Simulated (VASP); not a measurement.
# B2W: single point with LDA

The system is B2W.

```
CELL_PARAMETERS angstrom
2.98359 0.00000 0.00000
-1.49179 2.58386 0.00000
0.00000 0.00000 3.31818
ATOMIC_POSITIONS crystal
B 0.33333 0.66667 0.50000
B 0.66667 0.33333 0.50000
W 0.00000 0.00000 0.00000
```

```json
{"Program": "VASP 6.6.1", "Task": "single point", "Functional": "LDA", "Potentials or basis": "VASP PAW LDA potentials, release 64 (B, W_sv)", "Cutoff": "520 eV", "k mesh": "6 × 6 × 6", "Occupations": "gaussian, width 0.1 eV", "Spin": "no spin polarisation", "Dipole correction": "no", "Further INCAR settings": "ALGO = Normal; EDIFF = 1e-06; NBANDS = 17"}
```

The pressure is 1.7 GPa. The band gap on the k mesh is zero (bands 10 and 11 overlap by 3.52 eV).

Stress tensor (GPa, compression positive):
```
1.57 0.00 0.00
0.00 1.57 0.00
0.00 0.00 2.01
```

Levels at points of the mesh, in eV from the Fermi level:
```csv
k point,band 7,band 8,band 9,band 10,band 11,band 12,band 13,band 14
"(0.00, 0.00, 0.00)",-5.02,-5.02,-4.43,0.49,0.49,2.40,2.40,4.30
"(0.50, 0.00, 0.00)",-6.63,-5.65,-4.89,-0.62,1.15,2.27,2.93,5.27
"(0.00, 0.00, 0.50)",-2.36,-2.36,-2.27,-2.27,-2.24,-2.24,-0.88,4.58
"(0.50, 0.00, 0.50)",-7.33,-7.05,-4.51,0.89,2.59,3.70,4.61,4.66
```

It took 12 s on 1 thread of AMD EPYC 7R13, with other jobs on the host, peak memory 0.11 GiB.

Caveat: the k points lie up to 0.41 Å⁻¹ apart, too coarse for converged energies and pressures of a metal; spin-orbit coupling is left out, which moves the levels of the heavy elements.
